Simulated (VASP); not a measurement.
Input of a VASP 6.6.1 run:

File INCAR:

```
SYSTEM = CoSi2
PREC = Accurate ; ENCUT = 520
EDIFF = 1E-6 ; ISMEAR = -1
SIGMA = 0.05 ; LREAL = .FALSE.
LASPH = .TRUE. ; NELM = 150
ALGO = Normal ; ISIF = 2
LWAVE = .FALSE. ; LCHARG = .FALSE.
ISPIN = 2 ; MAGMOM = 2.5 0 0
LORBIT = 11 ; NUPDOWN = 2.5
LMAXMIX = 4 ; GGA = PS
NBANDS = 20
```

Contents of KPOINTS:

```
regular mesh
0
G
  7 7 7
  0 0 0
```

The input POSCAR:

```
CoSi2
1.0
    0.0000000000      2.6780000000      2.6780000000
    2.6780000000      0.0000000000      2.6780000000
    2.6780000000      2.6780000000      0.0000000000
Co Si
1 2
Direct
    0.0000000000      0.0000000000      0.0000000000
    0.7500000000      0.7500000000      0.7500000000
    0.2500000000      0.2500000000      0.2500000000
```

Potentials or basis: VASP PAW PBE potentials, release 64 (Co, Si).

The run is started by

```bash
$ cat potpaw_PBE.64/Co/POTCAR potpaw_PBE.64/Si/POTCAR > POTCAR
$ mpirun -np 1 vasp_std > vasp.out
```

Question: Estimate the pressure.

Answer: 15.1 GPa.

Caveat: the PAW data sets were made with another functional, which shifts forces and pressure a little; the total moment is fixed, so each spin has its own Fermi level.
